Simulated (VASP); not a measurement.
# SnSe2 (P-3m1) in VASP: a series of runs

The runs below take SnSe2 through relaxation of shape and atoms at fixed volume, single point, with PBE.

All numbers are computed with VASP 6.6.1; they aren't measurements. Logs are shortened: lines on timing, memory, paths and dates and some standing lists are left out, and cuts for length are marked.

### Step 1. The cell of the first run

It takes space group P-3m1 (No. 164, trigonal). Conventional cell: a = 3.826 Å, b = 3.826 Å, c = 6.728 Å, α = 90.00°, β = 90.00°, γ = 120.00°. Sn (site symmetry -3m) has 6 Se at 2.72 Å within 3.6 Å. Within 3.6 Å of Se (site symmetry 3m) lie 3 Sn at 2.72 Å.

### Step 2. Relaxation of shape and atoms at fixed volume, PBE (28.43 Å³/atom)

Input file INCAR:

```
  ALGO = Normal
  EDIFF = 1E-7
  EDIFFG = -0.01
  ENCUT = 600
  GGA = PE
  IBRION = 2
  ISIF = 4
  ISMEAR = 0
  LASPH = T
  LCHARG = F
  LREAL = F
  LWAVE = F
  NELM = 60
  NSW = 50
  PREC = Accurate
  SIGMA = 0.02
```

Input file KPOINTS:

```
k-points
0
Gamma
  12 12 4
```

Input file POSCAR:

```
SnSe2
1.0
    3.8255728730      0.0000000000      0.0000000000
   -1.9127864365      3.3130432920      0.0000000000
    0.0000000000      0.0000000000      6.7283186252
Sn Se
1 2
Direct
    0.0000000000      0.0000000000      0.0000000000
    0.3333333333      0.6666666667      0.2348732451
    0.6666666667      0.3333333333      0.7651267549
```

Potentials or basis: VASP PAW PBE potentials, release 64 (Sn_d, Se).

On the command line:

```console
$ cat potpaw_PBE.64/Sn_d/POTCAR potpaw_PBE.64/Se/POTCAR > POTCAR
$ mpirun -np 1 vasp_std > vasp.out
```

OUTCAR:

```text
EDIFF = 1E-7
   EDIFFG = -0.01
   ENCUT = 600
   GGA = PE
   IBRION = 2
   ISIF = 4
   ISMEAR = 0
   LASPH = T
   LREAL = F
   NELM = 60
   NSW = 50
   PREC = Accurate

 ion  position               nearest neighbor table
   1  0.000  0.000  0.000-   2 2.72   3 2.72   2 2.72   3 2.72   3 2.72   2 2.72
   2  0.333  0.667  0.235-   1 2.72   1 2.72   1 2.72
   3  0.667  0.333  0.765-   1 2.72   1 2.72   1 2.72

  LATTYP: Found a hexagonal cell.
 ALAT       =     3.8255728730
 C/A-ratio  =     1.7587741362

  Lattice vectors:

 A1 = (   3.8255728730,   0.0000000000,   0.0000000000)
 A2 = (  -1.9127864365,   3.3130432920,   0.0000000000)
 A3 = (   0.0000000000,   0.0000000000,   6.7283186252)

Analysis of symmetry for initial positions (statically):
=====================================================================
 Subroutine PRICEL returns:
 Original cell was already a primitive cell.

 Routine SETGRP: Setting up the symmetry group for a
 hexagonal supercell.

 Subroutine GETGRP returns: Found 12 space group operations
 (whereof 12 operations were pure point group operations)
 out of a pool of 24 trial point group operations.

The static configuration has the point symmetry D_3d.

Analysis of symmetry for dynamics (positions and initial velocities):
=====================================================================
 Subroutine PRICEL returns:
 Original cell was already a primitive cell.

 Routine SETGRP: Setting up the symmetry group for a
 hexagonal supercell.

 Subroutine GETGRP returns: Found 12 space group operations
 (whereof 12 operations were pure point group operations)
 out of a pool of 24 trial point group operations.

The dynamic configuration has the point symmetry D_3d.

 Subroutine INISYM returns: Found 12 space group operations
 (whereof 12 operations are pure point group operations),
 and found     1 'primitive' translations

----------------------------------------------------------------------------------------

                                     Primitive cell

  volume of cell :      85.2767

  direct lattice vectors                    reciprocal lattice vectors
     3.825572873  0.000000000  0.000000000     0.261398759  0.150918644  0.000000000
    -1.912786437  3.313043292  0.000000000     0.000000000  0.301837287  0.000000000
     0.000000000  0.000000000  6.728318625     0.000000000  0.000000000  0.148625542

  length of vectors
     3.825572873  3.825572873  6.728318625     0.301837287  0.301837287  0.148625542

  position of ions in fractional coordinates (direct lattice)
     0.000000000  0.000000000  0.000000000
     0.333333333  0.666666667  0.234873245
     0.666666667  0.333333333  0.765126755

  ion indices of the primitive-cell ions
   primitive index   ion index
                 1           1
                 2           2
                 3           3

----------------------------------------------------------------------------------------

 KPOINTS: k-points

Automatic generation of k-mesh.
 Grid dimensions read from file:
 generate k-points for:   12   12    4

 Generating k-lattice:

  Cartesian coordinates                     Fractional coordinates (reciprocal lattice)
     0.021783230  0.012576554  0.000000000     0.083333333  0.000000000  0.000000000
     0.000000000  0.025153107  0.000000000     0.000000000  0.083333333  0.000000000
     0.000000000  0.000000000  0.037156385     0.000000000  0.000000000  0.250000000

  Length of vectors
     0.025153107  0.025153107  0.037156385

  Shift w.r.t. Gamma in fractional coordinates (k-lattice)
     0.000000000  0.000000000  0.000000000

 Subroutine IBZKPT returns following result:
 ===========================================

 Found     69 irreducible k-points:

 Following reciprocal coordinates:
            Coordinates               Weight
  0.000000  0.000000  0.000000      1.000000
  0.083333 -0.000000  0.000000      6.000000
  0.166667  0.000000  0.000000      6.000000
  0.250000  0.000000  0.000000      6.000000
  0.333333  0.000000  0.000000      6.000000
  0.416667  0.000000  0.000000      6.000000
[... 16 lines left out ...]
  0.166667  0.000000  0.250000      6.000000
  0.000000  0.166667  0.250000      6.000000
 [... further k-points ...]
   k-points           NKPTS =     69   k-points in BZ     NKDIM =     69   number of bands    NBANDS=     17
   number of dos      NEDOS =    301   number of ions     NIONS =      3
   total plane-waves  NPLWV =  55296
   dimension x,y,z NGX =    32 NGY =   32 NGZ =   54
   dimension x,y,z NGXF=    64 NGYF=   64 NGZF=  108
   ions per type =               1   2
   NGX,Y,Z   is equivalent  to a cutoff of  13.91, 13.91, 13.34 a.u.
   NGXF,Y,Z  is equivalent  to a cutoff of  27.81, 27.81, 26.69 a.u.
 SYSTEM =  unknown system
   PREC   = accura    normal or accurate (medium, high low for compatibility)
   ISTART =      0    job   : 0-new  1-cont  2-samecut
   ICHARG =      2    charge: 1-file 2-atom 10-const
   ISPIN  =      1    spin polarized calculation?
   LNONCOLLINEAR =      F non collinear calculations
   LSORBIT =      F    spin-orbit coupling
   LASPH  =      T    aspherical Exc in radial PAW
   ENCUT  =  600.0 eV  44.10 Ry    6.64 a.u.   7.64  7.64 13.44*2*pi/ulx,y,z
   NELM   =     60;   NELMIN=  2; NELMDL= -5     # of ELM steps
   EDIFF  = 0.1E-06   stopping-criterion for ELM
   LREAL  =      F    real-space projection
   EDIFFG = -.1E-01   stopping-criterion for IOM
   NSW    =     50    number of steps for IOM
   IBRION =      2    ionic relax: 0-MD 1-quasi-New 2-CG
   NFREE  =      1    steps in history (QN), initial steepest desc. (CG)
   ISIF   =      4    stress and relaxation
   ISYM   =      2    0-nonsym 1-usesym 2-fastsym
   POTIM  = 0.5000    time-step for ionic-motion
   TEBEG  =    0.0;   TEEND  =   0.0 temperature during run
   PSTRESS=    0.0 pullay stress
   NELECT =      26.0000    total number of electrons
   NUPDOWN=      -1.0000    fix difference up-down
   EMIN   =  10.00;   EMAX   =-10.00  energy-range for DOS
   EFERMI =   0.00;   METHOD = LEGACY
   ISMEAR =     0;   SIGMA  =   0.02  broadening in eV -4-tet -1-fermi 0-gaus
   EFERMI_NEDOS =   21; number of points for ismear=-14 and -15
   IALGO  =     38    algorithm
   IMIX   =      4    mixing-type and parameters
     AMIX     =   0.40;   BMIX     =  1.00
     AMIX_MAG =   1.60;   BMIX_MAG =  1.00
  volume/ion in A,a.u.               =      28.43       191.83
  Fermi-wavevector in a.u.,A,eV,Ry     =   1.101850  2.082195 16.518479  1.214074
  Thomas-Fermi vector in A             =   2.238284
   LORBIT       =      0    0 simple, 1 ext, 2 COOP (PROOUT), +10 PAW based schemes
   GGA     = PE    functional components
   LHFCALC =     F    Hartree Fock is set to
   AEXX    =    0.0000 exact exchange contribution
   IVDW    =     0    specifies the selected vdW correction
   LEPSILON=     F    determine dielectric tensor
   LRPA    =     F    only Hartree local field effects (RPA)
 conjugate gradient relaxation of ions
 non-spin polarized calculation
 Gauss-broadening in eV      SIGMA  =   0.02
  energy-cutoff  :      600.00
  volume of cell :       85.28
 maximum number of plane-waves:      2889
 NGX is ok and might be reduce to    32
   NGX = 15   NGY = 15   NGZ = 27

--------------------------------------- Ionic step        1  -------------------------------------------

 number of electron      26.0000003 magnetization

 Free energy of the ion-electron system (eV)
  ---------------------------------------------------
  ext. energy  EPLUGINS =         0.00000000
  ---------------------------------------------------
  free energy    TOTEN  =       -11.85390771 eV

  energy without entropy =      -11.85390771  energy(sigma->0) =      -11.85390771

------------------------ aborting loop because EDIFF is reached ----------------------------------------

  FORCE on cell =-STRESS in cart. coord.  units (eV):
  Direction    XX          YY          ZZ          XY          YZ          ZX
  --------------------------------------------------------------------------------------
  -------------------------------------------------------------------------------------
  Total        1.1580424      1.1580424      1.0174930      0.0000000      0.0000000      0.0000000
  in kB       21.7572950     21.7572950     19.1166539      0.0000000      0.0000000      0.0000000
  external PRESSURE =      20.8770813 kB  Pullay stress =       0.0000000 kB
[... 170 lines left out ...]
  energy  without entropy=      -11.8689745040  energy(sigma->0) =      -11.86897450

--------------------------------------- Ionic step        6  -------------------------------------------

 number of electron      25.9999995 magnetization

 Free energy of the ion-electron system (eV)
  ---------------------------------------------------
  ext. energy  EPLUGINS =         0.00000000
  ---------------------------------------------------
  free energy    TOTEN  =       -11.86927499 eV

  energy without entropy =      -11.86927499  energy(sigma->0) =      -11.86927499

 E-fermi :   3.2529     XC(G=0):  -8.9639

 val. band max:        3.1142242344   @ k =   0.1667   0.0000   0.0000
 cond. band min:       3.7960561003   @ k =   0.5000   0.0000   0.5000
 fundamental gap:      0.6818318659
 Fermi energy:         3.2529361155

 k-point     1 :       0.0000    0.0000    0.0000
  band No.  band energies     occupation
      1     -18.0192      2.00000
      2     -18.0192      2.00000
      3     -17.9868      2.00000
      4     -17.9773      2.00000
      5     -17.9773      2.00000
      6     -10.3043      2.00000
[... 9 lines left out ...]
     16       7.7203      0.00000
     17       7.7203      0.00000
[... 443 lines left out ...]
      1     -18.0284      2.00000
      2     -18.0110      2.00000
      3     -17.9840      2.00000
      4     -17.9792      2.00000
      5     -17.9764      2.00000
      6     -10.0090      2.00000
[... 9 lines left out ...]
     16       8.1362      0.00000
     17       8.2621      0.00000

 [... further k-points ...]
[... 5 lines left out ...]
  --------------------------------------------------------------------------------------
  -------------------------------------------------------------------------------------
  Total        0.1771682      0.1771682      0.1646614     -0.0000000      0.0000000     -0.0000000
  in kB        3.3286355      3.3286355      3.0936578     -0.0000000      0.0000000     -0.0000000
  external PRESSURE =       3.2503096 kB  Pullay stress =       0.0000000 kB
[... 18 lines left out ...]
  FREE ENERGIE OF THE ION-ELECTRON SYSTEM (eV)
  ---------------------------------------------------
  free  energy   TOTEN  =       -11.8692749878 eV

  energy  without entropy=      -11.8692749878  energy(sigma->0) =      -11.86927499

 reached required accuracy - stopping structural energy minimisation
```

Run time: 4.7 min. Hardware: 1 thread of Intel Xeon Platinum 8559C (Emerald Rapids), shared host; peak memory 0.31 GiB.

What came out:

```yaml
Free_energy: -11.8693 eV
Energy_gained_by_relaxing: 5.1 meV/atom
Ionic_steps: 6
Pressure_after_relaxing: 0.3 GPa
Largest_force_after_relaxing: 0.007 eV/Å
Band_gap_on_the_k_mesh: 0.68 eV (least direct gap 1.11 eV)
```

Forces in eV/Å, atoms in the order of the input:
```
Sn   0.000  0.000  0.000
Se   0.000  0.000 -0.007
Se   0.000  0.000  0.007
```

The path:
```csv
step,energy change (eV),largest force (eV/Å),pressure (GPa),volume (Å³)
1,0.0000,0.2832,2.09,85.28
2,-0.0064,0.1635,1.62,85.28
3,-0.0104,0.0720,0.69,85.28
4,-0.0144,0.0589,0.36,85.28
5,-0.0151,0.0519,0.17,85.28
6,-0.0154,0.0072,0.33,85.28
```

Final structure:
```
Sn Se
1.0
     3.86770    0.00000    0.00000
    -1.93385    3.34953    0.00000
     0.00000    0.00000    6.58254
Sn Se
1 2
Direct
  0.00000 0.00000 0.00000
  0.33333 0.66667 0.24256
  0.66667 0.33333 0.75744
```

Levels at points of the mesh, in eV from the valence-band top:
```tsv
k point	band 10	band 11	band 12	band 13	band 14	band 15	band 16	band 17
(0.00, 0.00, 0.00)	-0.47	-0.30	-0.17	-0.17	0.98	3.09	4.61	4.61
(0.50, 0.00, 0.00)	-2.55	-2.23	-0.96	-0.25	1.03	3.81	5.42	5.57
(0.00, 0.00, 0.50)	-0.53	-0.53	-0.08	-0.08	2.17	2.99	4.46	4.46
(0.50, 0.00, 0.50)	-2.14	-1.97	-0.68	-0.47	0.68	4.20	4.79	5.80
```

Caveat: semilocal functionals underestimate gaps, and a narrow one can read as zero; spin-orbit coupling is left out, which moves the levels of the heavy elements; this functional lacks dispersion, which binds layers or chains, so the pressure and a relaxed spacing across them are unreliable. A k mesh can miss the band edges.

### Step 3. Single point, PBE (32.05 Å³/atom)

This run uses another cell than the first one, of 32.05 Å³/atom.

Input file INCAR:

```
  ALGO = Normal
  EDIFF = 1E-6
  ENCUT = 520
  GGA = PE
  ISIF = 2
  ISMEAR = 0
  LASPH = T
  LCHARG = T
  LELF = T
  LREAL = F
  LVHAR = T
  LWAVE = F
  NBANDS = 20
  NELM = 60
  PREC = Accurate
  SIGMA = 0.02
```

KPOINTS is that of step 2.

Input file POSCAR:

```
SnSe2
1.0
    3.8728219890      0.0000000000      0.0000000000
   -1.9364109945      3.3539622268      0.0000000000
    0.0000000000      0.0000000000      7.4032505749
Sn Se
1 2
Direct
    0.0000000000      0.0000000000      0.0000000000
    0.3333333333      0.6666666667      0.2153954087
    0.6666666667      0.3333333333      0.7846045913
```

Potentials or basis: VASP PAW PBE potentials, release 64 (Sn_d, Se).

On the command line:

```console
$ cat potpaw_PBE.64/Sn_d/POTCAR potpaw_PBE.64/Se/POTCAR > POTCAR
$ mpirun -np 1 vasp_std > vasp.out
```

OUTCAR:

```text
EDIFF = 1E-6
   ENCUT = 520
   GGA = PE
   ISIF = 2
   ISMEAR = 0
   LASPH = T
   LREAL = F
   NELM = 60
   PREC = Accurate

 ion  position               nearest neighbor table
   1  0.000  0.000  0.000-   2 2.75   3 2.75   2 2.75   3 2.75   3 2.75   2 2.75
   2  0.333  0.667  0.215-   1 2.75   1 2.75   1 2.75
   3  0.667  0.333  0.785-   1 2.75   1 2.75   1 2.75

  LATTYP: Found a hexagonal cell.
 ALAT       =     3.8728219890
 C/A-ratio  =     1.9115907201

  Lattice vectors:
[... 194 lines left out ...]
      4     -19.0199      2.00000
      5     -19.0199      2.00000
      6     -11.2771      2.00000
[... 541 lines left out ...]
     19       9.9115      0.00000
     20      10.5593      0.00000

 [... further k-points ...]
[... 5 lines left out ...]
  --------------------------------------------------------------------------------------
  -------------------------------------------------------------------------------------
  Total       -0.0292217     -0.0292217     -0.0125118     -0.0000000     -0.0000000      0.0000000
  in kB       -0.4868641     -0.4868641     -0.2084598     -0.0000000     -0.0000000      0.0000000
  external PRESSURE =      -0.3940627 kB  Pullay stress =       0.0000000 kB

 VOLUME and BASIS-vectors are now :
 -----------------------------------------------------------------------------
  energy-cutoff  :      520.00
  volume of cell :       96.16
      direct lattice vectors                 reciprocal lattice vectors
     3.872821989  0.000000000  0.000000000     0.258209647  0.149077409  0.000000000
    -1.936410995  3.353962227  0.000000000     0.000000000  0.298154819  0.000000000
     0.000000000  0.000000000  7.403250575     0.000000000  0.000000000  0.135075801

 POSITION                                       TOTAL-FORCE (eV/Angst)
 -----------------------------------------------------------------------------------
      0.00000      0.00000      0.00000         0.000000      0.000000      0.000000
     -0.00000      2.23597      1.59463        -0.000000      0.000000      0.011183
      1.93641      1.11799      5.80862         0.000000     -0.000000     -0.011183
 -----------------------------------------------------------------------------------
    total drift:                                0.000000     -0.000000     -0.000000

  FREE ENERGIE OF THE ION-ELECTRON SYSTEM (eV)
  ---------------------------------------------------
  free  energy   TOTEN  =       -11.8731671453 eV

  energy  without entropy=      -11.8731671453  energy(sigma->0) =      -11.87316715
```

stdout:

```text
POSCAR found type information on POSCAR SnSe
 POSCAR found :  2 types and       3 ions
 scaLAPACK will be used
 LDA part: xc-table for (Slater+PW92), standard interpolation
 POSCAR, INCAR and KPOINTS ok, starting setup
 FFT: planning ... GRIDC
 FFT: planning ... GRID_SOFT
 FFT: planning ... GRID
 WAVECAR not read
 entering main loop
```

Wall time 1.8 min (1 thread of Intel Xeon 6975P-C, shared host); peak memory 0.29 GiB.

What came out:

| Quantity | Value |
| --- | --- |
| Free energy | -11.8732 eV |
| Pressure | 0.0 GPa |
| Largest force | 0.011 eV/Å |
| Band gap on the k mesh | 0.73 eV (least direct gap 1.06 eV) |

Forces in eV/Å, atoms in the order of the input:
```
Sn   0.000  0.000  0.000
Se   0.000  0.000  0.011
Se   0.000  0.000 -0.011
```

Caveat: semilocal functionals underestimate gaps, and a narrow one can read as zero; spin-orbit coupling is left out, which moves the levels of the heavy elements; this functional lacks dispersion, which binds layers or chains, so the pressure and a relaxed spacing across them are unreliable.
